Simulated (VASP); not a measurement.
# Ni3N4 (Pm-3m) in VASP: notebook

The runs below take Ni3N4 through single point, relaxation of cell and atoms, with PBE.

All numbers are computed with VASP 6.6.1; they aren't measurements. Logs are shortened: lines on timing, memory, paths and dates and some standing lists are left out, and cuts for length are marked.

### 1 The cell of the first run

Symmetry: Pm-3m, No. 221, cubic system. The conventional cell has a = 3.959 Å, b = 3.959 Å, c = 3.959 Å, α = 90.00°, β = 90.00°, γ = 90.00°. Within 2.6 Å of Ni (site symmetry 4/mmm) lie 6 N at 1.98 Å. N (site symmetry m-3m) has 6 Ni at 1.98 Å within 2.6 Å. N (site symmetry 4/mmm) has 4 Ni at 1.98 Å within 2.6 Å.

The cell was built from a structure type or drawn by symmetry, and may not be a known phase.

### 2 Single point, PBE

INCAR

```
PREC = Accurate
ENCUT = 520
EDIFF = 1E-7
ISMEAR = 0
SIGMA = 0.1
LREAL = False
LASPH = True
NELM = 60
ALGO = Normal
ISIF = 2
LWAVE = False
LCHARG = True
GGA = PE
LELF = True
LVHAR = True
NBANDS = 34
```

KPOINTS

```
Automatic mesh
0
Gamma
  10 10 10
```

POSCAR

```
Ni3N4
1.0
    3.9585286300      0.0000000000      0.0000000000
    0.0000000000      3.9585286300      0.0000000000
    0.0000000000      0.0000000000      3.9585286300
Ni N
3 4
Direct
    0.5000000000      0.5000000000      0.0000000000
    0.0000000000      0.5000000000      0.5000000000
    0.5000000000      0.0000000000      0.5000000000
    0.5000000000      0.5000000000      0.5000000000
    0.5000000000      0.0000000000      0.0000000000
    0.0000000000      0.5000000000      0.0000000000
    0.0000000000      0.0000000000      0.5000000000
```

Potentials or basis: VASP PAW PBE potentials, release 64 (Ni, N).

Command:

```bash
cat potpaw_PBE.64/Ni/POTCAR potpaw_PBE.64/N/POTCAR > POTCAR
mpirun -np 1 vasp_std > vasp.out
```

OUTCAR:

```text
PREC = Accurate
   ENCUT = 520
   EDIFF = 1E-7
   ISMEAR = 0
   LREAL = False
   LASPH = True
   NELM = 60
   ISIF = 2
   GGA = PE

 ion  position               nearest neighbor table
   1  0.500  0.500  0.000-   4 1.98   5 1.98   6 1.98   4 1.98   5 1.98   6 1.98   3 2.80   3 2.80
                             3 2.80   2 2.80   3 2.80   2 2.80   2 2.80   2 2.80
   2  0.000  0.500  0.500-   4 1.98   6 1.98   7 1.98   6 1.98   7 1.98   4 1.98   3 2.80   3 2.80
                             1 2.80   1 2.80   3 2.80   1 2.80   1 2.80   3 2.80
   3  0.500  0.000  0.500-   4 1.98   5 1.98   7 1.98   5 1.98   4 1.98   7 1.98   2 2.80   1 2.80
                             2 2.80   1 2.80   1 2.80   2 2.80   1 2.80   2 2.80
   4  0.500  0.500  0.500-   1 1.98   2 1.98   3 1.98   1 1.98   3 1.98   2 1.98
   5  0.500  0.000  0.000-   1 1.98   3 1.98   3 1.98   1 1.98
   6  0.000  0.500  0.000-   1 1.98   2 1.98   2 1.98   1 1.98
   7  0.000  0.000  0.500-   2 1.98   3 1.98   2 1.98   3 1.98

  LATTYP: Found a simple cubic cell.
 ALAT       =     3.9585286300

  Lattice vectors:

 A1 = (   3.9585286300,   0.0000000000,   0.0000000000)
 A2 = (   0.0000000000,   3.9585286300,   0.0000000000)
 A3 = (   0.0000000000,   0.0000000000,   3.9585286300)

Analysis of symmetry for initial positions (statically):
=====================================================================
 Subroutine PRICEL returns:
 Original cell was already a primitive cell.

 Routine SETGRP: Setting up the symmetry group for a
 simple cubic supercell.

 Subroutine GETGRP returns: Found 48 space group operations
 (whereof 48 operations were pure point group operations)
 out of a pool of 48 trial point group operations.

The static configuration has the point symmetry O_h .

Analysis of symmetry for dynamics (positions and initial velocities):
=====================================================================
 Subroutine PRICEL returns:
 Original cell was already a primitive cell.

 Routine SETGRP: Setting up the symmetry group for a
 simple cubic supercell.

 Subroutine GETGRP returns: Found 48 space group operations
 (whereof 48 operations were pure point group operations)
 out of a pool of 48 trial point group operations.

The dynamic configuration has the point symmetry O_h .

 Subroutine INISYM returns: Found 48 space group operations
 (whereof 48 operations are pure point group operations),
 and found     1 'primitive' translations

----------------------------------------------------------------------------------------

                                     Primitive cell

  volume of cell :      62.0299

  direct lattice vectors                    reciprocal lattice vectors
     3.958528630  0.000000000  0.000000000     0.252619115  0.000000000  0.000000000
     0.000000000  3.958528630  0.000000000     0.000000000  0.252619115  0.000000000
     0.000000000  0.000000000  3.958528630     0.000000000  0.000000000  0.252619115

  length of vectors
     3.958528630  3.958528630  3.958528630     0.252619115  0.252619115  0.252619115

  position of ions in fractional coordinates (direct lattice)
     0.500000000  0.500000000  0.000000000
     0.000000000  0.500000000  0.500000000
     0.500000000  0.000000000  0.500000000
     0.500000000  0.500000000  0.500000000
     0.500000000  0.000000000  0.000000000
     0.000000000  0.500000000  0.000000000
     0.000000000  0.000000000  0.500000000

  ion indices of the primitive-cell ions
   primitive index   ion index
                 1           1
                 2           2
                 3           3
                 4           4
                 5           5
                 6           6
                 7           7

----------------------------------------------------------------------------------------

 KPOINTS: Automatic mesh

Automatic generation of k-mesh.
 Grid dimensions read from file:
 generate k-points for:   10   10   10

 Generating k-lattice:

  Cartesian coordinates                     Fractional coordinates (reciprocal lattice)
     0.025261912  0.000000000  0.000000000     0.100000000  0.000000000  0.000000000
     0.000000000  0.025261912  0.000000000     0.000000000  0.100000000  0.000000000
     0.000000000  0.000000000  0.025261912     0.000000000  0.000000000  0.100000000

  Length of vectors
     0.025261912  0.025261912  0.025261912

  Shift w.r.t. Gamma in fractional coordinates (k-lattice)
     0.000000000  0.000000000  0.000000000

 Subroutine IBZKPT returns following result:
 ===========================================

 Found     56 irreducible k-points:

 Following reciprocal coordinates:
            Coordinates               Weight
  0.000000  0.000000  0.000000      1.000000
  0.100000  0.000000  0.000000      6.000000
  0.200000  0.000000  0.000000      6.000000
  0.300000  0.000000  0.000000      6.000000
  0.400000  0.000000  0.000000      6.000000
  0.500000  0.000000  0.000000      3.000000
[... 16 lines left out ...]
  0.200000  0.100000  0.100000     24.000000
  0.300000  0.100000  0.100000     24.000000
 [... further k-points ...]
   k-points           NKPTS =     56   k-points in BZ     NKDIM =     56   number of bands    NBANDS=     34
   number of dos      NEDOS =    301   number of ions     NIONS =      7
   total plane-waves  NPLWV =  27000
   dimension x,y,z NGX =    30 NGY =   30 NGZ =   30
   dimension x,y,z NGXF=    60 NGYF=   60 NGZF=   60
   ions per type =               3   4
   NGX,Y,Z   is equivalent  to a cutoff of  12.60, 12.60, 12.60 a.u.
   NGXF,Y,Z  is equivalent  to a cutoff of  25.20, 25.20, 25.20 a.u.
 SYSTEM =  unknown system
   PREC   = accura    normal or accurate (medium, high low for compatibility)
   ISTART =      0    job   : 0-new  1-cont  2-samecut
   ICHARG =      2    charge: 1-file 2-atom 10-const
   ISPIN  =      1    spin polarized calculation?
   LNONCOLLINEAR =      F non collinear calculations
   LSORBIT =      F    spin-orbit coupling
   LASPH  =      T    aspherical Exc in radial PAW
   ENCUT  =  520.0 eV  38.22 Ry    6.18 a.u.   7.36  7.36  7.36*2*pi/ulx,y,z
   NELM   =     60;   NELMIN=  2; NELMDL= -5     # of ELM steps
   EDIFF  = 0.1E-06   stopping-criterion for ELM
   LREAL  =      F    real-space projection
   EDIFFG = 0.1E-05   stopping-criterion for IOM
   NSW    =      0    number of steps for IOM
   IBRION =     -1    ionic relax: 0-MD 1-quasi-New 2-CG
   NFREE  =      0    steps in history (QN), initial steepest desc. (CG)
   ISIF   =      2    stress and relaxation
   ISYM   =      2    0-nonsym 1-usesym 2-fastsym
   POTIM  = 0.5000    time-step for ionic-motion
   TEBEG  =    0.0;   TEEND  =   0.0 temperature during run
   PSTRESS=    0.0 pullay stress
   NELECT =      50.0000    total number of electrons
   NUPDOWN=      -1.0000    fix difference up-down
   EMIN   =  10.00;   EMAX   =-10.00  energy-range for DOS
   EFERMI =   0.00;   METHOD = LEGACY
   ISMEAR =     0;   SIGMA  =   0.10  broadening in eV -4-tet -1-fermi 0-gaus
   EFERMI_NEDOS =   21; number of points for ismear=-14 and -15
   IALGO  =     38    algorithm
   IMIX   =      4    mixing-type and parameters
     AMIX     =   0.40;   BMIX     =  1.00
     AMIX_MAG =   1.60;   BMIX_MAG =  1.00
  volume/ion in A,a.u.               =       8.86        59.80
  Fermi-wavevector in a.u.,A,eV,Ry     =   1.523577  2.879143 31.583021  2.321287
  Thomas-Fermi vector in A             =   2.632001
   LORBIT       =      0    0 simple, 1 ext, 2 COOP (PROOUT), +10 PAW based schemes
   GGA     = PE    functional components
   LHFCALC =     F    Hartree Fock is set to
   AEXX    =    0.0000 exact exchange contribution
   IVDW    =     0    specifies the selected vdW correction
   LEPSILON=     F    determine dielectric tensor
   LRPA    =     F    only Hartree local field effects (RPA)
 non-spin polarized calculation
 Gauss-broadening in eV      SIGMA  =   0.10
  energy-cutoff  :      520.00
  volume of cell :       62.03
 maximum number of plane-waves:      1743
 NGX is ok and might be reduce to    30
   NGX = 15   NGY = 15   NGZ = 15

 number of electron      49.9999956 magnetization

 Free energy of the ion-electron system (eV)
  ---------------------------------------------------
  ext. energy  EPLUGINS =         0.00000000
  ---------------------------------------------------
  free energy    TOTEN  =       -42.20073894 eV

  energy without entropy =      -42.16695901  energy(sigma->0) =      -42.18384898

 E-fermi :   7.4366     XC(G=0): -12.6572

 val. band max:        7.4170609343   @ k =   0.5000   0.2000   0.1000
 cond. band min:       7.4396748328   @ k =   0.5000   0.2000   0.2000
 fundamental gap:      0.0226138984
 Fermi energy:         7.4365688265

 k-point     1 :       0.0000    0.0000    0.0000
  band No.  band energies     occupation
      1      -9.7478      2.00000
      2      -7.0750      2.00000
      3      -6.3725      2.00000
      4      -6.3725      2.00000
      5       1.3731      2.00000
      6       1.3731      2.00000
[... 26 lines left out ...]
     33      16.1085      0.00000
     34      16.1085      0.00000

 k-point     2 :       0.1000    0.0000    0.0000
  band No.  band energies     occupation
      1      -9.6840      2.00000
      2      -7.0782      2.00000
      3      -6.4218      2.00000
      4      -6.3388      2.00000
      5       1.3102      2.00000
      6       1.4006      2.00000
[... 26 lines left out ...]
     33      16.2824      0.00000
     34      16.3334      0.00000

 k-point     3 :       0.2000    0.0000    0.0000
  band No.  band energies     occupation
      1      -9.4989      2.00000
      2      -7.1230      2.00000
      3      -6.5360      2.00000
      4      -6.2484      2.00000
      5       1.1870      2.00000
      6       1.4830      2.00000
[... 26 lines left out ...]
     33      16.7975      0.00000
     34      16.9740      0.00000
[... 704 lines left out ...]
 k-point    23 :       0.2000    0.1000    0.1000
  band No.  band energies     occupation
      1      -9.3743      2.00000
      2      -7.0987      2.00000
      3      -6.5184      2.00000
      4      -6.3038      2.00000
      5       1.1491      2.00000
      6       1.3560      2.00000
[... 26 lines left out ...]
     33      17.1399      0.00000
     34      17.2313      0.00000

 k-point    24 :       0.3000    0.1000    0.1000
  band No.  band energies     occupation
      1      -9.0936      2.00000
      2      -7.2376      2.00000
      3      -6.6169      2.00000
      4      -6.1831      2.00000
      5       1.0510      2.00000
      6       1.4162      2.00000
[... 26 lines left out ...]
     33      17.8687      0.00000
     34      18.0801      0.00000

 [... further k-points ...]

------------------------ aborting loop because EDIFF is reached ----------------------------------------

  FORCE on cell =-STRESS in cart. coord.  units (eV):
  Direction    XX          YY          ZZ          XY          YZ          ZX
  --------------------------------------------------------------------------------------
  -------------------------------------------------------------------------------------
  Total        0.0921403      0.0921403      0.0921403      0.0000000      0.0000000     -0.0000000
  in kB        2.3799016      2.3799016      2.3799016      0.0000000      0.0000000     -0.0000000
  external PRESSURE =       2.3799016 kB  Pullay stress =       0.0000000 kB

 VOLUME and BASIS-vectors are now :
 -----------------------------------------------------------------------------
  energy-cutoff  :      520.00
  volume of cell :       62.03
      direct lattice vectors                 reciprocal lattice vectors
     3.958528630  0.000000000  0.000000000     0.252619115  0.000000000  0.000000000
     0.000000000  3.958528630  0.000000000     0.000000000  0.252619115  0.000000000
     0.000000000  0.000000000  3.958528630     0.000000000  0.000000000  0.252619115

 POSITION                                       TOTAL-FORCE (eV/Angst)
 -----------------------------------------------------------------------------------
      1.97926      1.97926      0.00000         0.000000      0.000000      0.000000
      0.00000      1.97926      1.97926         0.000000      0.000000      0.000000
      1.97926      0.00000      1.97926         0.000000      0.000000      0.000000
      1.97926      1.97926      1.97926         0.000000      0.000000      0.000000
      1.97926      0.00000      0.00000         0.000000      0.000000      0.000000
      0.00000      1.97926      0.00000         0.000000      0.000000      0.000000
      0.00000      0.00000      1.97926         0.000000      0.000000      0.000000
 -----------------------------------------------------------------------------------
    total drift:                                0.000000      0.000000     -0.000000

  FREE ENERGIE OF THE ION-ELECTRON SYSTEM (eV)
  ---------------------------------------------------
  free  energy   TOTEN  =       -42.2007389368 eV

  energy  without entropy=      -42.1669590145  energy(sigma->0) =      -42.18384898
```

Wall time 73 s (1 thread of Intel Xeon Platinum 8559C (Emerald Rapids), shared host); peak memory 0.23 GiB.

What came out:

```yaml
Free_energy: -42.2007 eV
Pressure: 0.2 GPa
Band_gap_on_the_k_mesh: zero (bands 25 and 26 overlap by 1.92 eV)
```

Caveat: the run has no spin polarisation, though such a crystal can be magnetic.

### 3 Single point, PBE

INCAR

```
SYSTEM = Ni3N4
PREC = Accurate
ENCUT = 520
EDIFF = 1E-6
ISMEAR = 0
SIGMA = 0.1
LREAL = .False.
LASPH = .True.
NELM = 60
ALGO = Normal
ISIF = 2
LWAVE = .False.
LCHARG = .False.
GGA = PE
NBANDS = 34
```

KPOINTS

```
Automatic mesh
0
Gamma
  10 10 10
  0 0 0
```

POSCAR is that of step 2.

Potentials or basis: VASP PAW PBE potentials, release 64 (Ni, N).

Command:

```bash
cat potpaw_PBE.64/Ni/POTCAR potpaw_PBE.64/N/POTCAR > POTCAR
mpirun -np 1 vasp_std > vasp.out
```

It took 73 s on 1 thread of Intel Xeon Platinum 8559C (Emerald Rapids), shared host; peak memory 0.22 GiB.

It converged, with:

- Free energy: -42.2007 eV
- Pressure: 0.2 GPa
- Band gap on the k mesh: zero (bands 25 and 26 overlap by 1.92 eV)

Levels at points of the mesh, in eV from the Fermi level:
```tsv
k point	band 22	band 23	band 24	band 25	band 26	band 27	band 28	band 29
(0.00, 0.00, 0.00)	-1.97	-1.53	-1.53	-1.53	-0.91	-0.91	-0.21	0.08
(0.50, 0.00, 0.00)	-1.11	-1.11	-0.77	-0.77	-0.63	0.37	0.37	0.40
(0.50, 0.50, 0.00)	-0.61	-0.53	-0.50	-0.16	-0.16	0.28	0.49	2.95
(0.50, 0.50, 0.50)	-1.15	-0.26	1.01	1.01	3.00	3.00	3.00	3.26
```

Caveat: the run has no spin polarisation, though such a crystal can be magnetic. Spin polarisation is off, so any magnetic state and its effect on volume and gap are missing.

(Continued in part 2 of 2.)
